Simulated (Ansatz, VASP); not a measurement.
## Two plane-wave programs on HfO2

```
Hf O
1.0
     0.00000    2.51624    2.64205
     2.51624    0.00000    2.64205
     2.51624    2.51624    0.00000
Hf O
1 2
Direct
  0.00000 0.00000 0.00000
  0.25000 0.25000 0.25000
  0.75000 0.75000 0.75000
```

Alike in both runs: task single point; functional PBE; k mesh 8 × 8 × 8; occupations gaussian, width 0.05 eV; no spin polarisation.

|  | VASP | Ansatz |
| --- | --- | --- |
| version | VASP 6.6.1 | Ansatz 0.2.0 |
| potentials or method | VASP PAW PBE potentials, release 64 (Hf_pv, O), cutoff 520 eV | scalar-relativistic, plane waves, PAW |
| valence electrons in the cell | 22 | 38 |

|  | VASP | Ansatz | Ansatz less VASP |
| --- | --- | --- | --- |
| gap on the k mesh at the Fermi level (eV) | 3.25 | 3.26 | +0.008 |
| least direct gap on the mesh (eV) | 3.44 | 3.43 | -0.003 |
| pressure (GPa) | -5.9 | -2.4 | +3.51 |
| traceless stress, the component that is largest in VASP (GPa) | -14.86 | -14.60 | +0.257 |

With one functional, cell and mesh, what is left measures potentials, basis and numerics. VASP's potentials hold 22 valence electrons a cell and Ansatz's 38, so a difference there can come from the potentials and not from the codes.

Neither program's run includes spin-orbit coupling.
